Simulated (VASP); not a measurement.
Here is a VASP 6.6.1 calculation.

POSCAR

```
Ag2Sb2Ru
1.0
    0.0000000000      4.4572187900      0.0000000000
    4.4572187900      0.0000000000      0.0000000000
    2.2286088900      2.2286088900     -5.2620845500
Ru Ag Sb
1 2 2
Direct
    0.0000000000      0.0000000000      0.0000000000
    0.7500000000      0.2500000000      0.5000000000
    0.2500000000      0.7500000000      0.5000000000
    0.3842000000      0.3842000000      0.2316000000
    0.6158000000      0.6158000000      0.7684000000
```

INCAR.step1

```
SYSTEM = Ag2Sb2Ru
ALGO = Normal ; EDIFF = 1E-4
ENCUT = 520 ; GGA = PE
ISMEAR = -1 ; LASPH = .TRUE.
LCHARG = .FALSE. ; LREAL = .FALSE.
LWAVE = .TRUE. ; NBANDS = 31
NELM = 80 ; PREC = Accurate
SIGMA = 0.1
```

Contents of INCAR.step2:

```
SYSTEM = Ag2Sb2Ru
ALGO = Normal ; EDIFF = 1E-6
ENCUT = 520 ; ISIF = 2
ISMEAR = -1 ; ISTART = 1
LASPH = .TRUE. ; LCHARG = .TRUE.
LELF = .TRUE. ; LMIXTAU = .TRUE.
LREAL = .FALSE. ; LVHAR = .TRUE.
LWAVE = .FALSE. ; METAGGA = R2SCAN
NBANDS = 31 ; NELM = 80
PREC = Accurate ; SIGMA = 0.1
```

Contents of KPOINTS:

```
k-points
0
G
  8 8 8
  0 0 0
```

Potentials or basis: VASP PAW PBE potentials, release 64 (Ru_pv, Ag, Sb).

Run with:

```sh
$ cat potpaw_PBE.64/Ru_pv/POTCAR potpaw_PBE.64/Ag/POTCAR potpaw_PBE.64/Sb/POTCAR > POTCAR
$ cp INCAR.step1 INCAR
$ mpirun -np 1 vasp_std > vasp.out
$ cp INCAR.step2 INCAR
$ mpirun -np 1 vasp_std > vasp.out
```

Q: What does it give for the largest force?

A: 1.569 eV/Å.

Q: What does it give for the band gap on the k mesh?

A: Zero (bands 23 and 24 overlap by 0.35 eV).

Stress tensor (GPa, compression positive):
```
 4.00  0.00  0.00
 0.00  4.00  0.00
 0.00  0.00 21.82
```

Caveat: the stress differs along the axes, from 4 to 22 GPa; the PAW data sets were made with another functional, which shifts forces and pressure a little; spin-orbit coupling is left out, which moves the levels of the heavy elements.
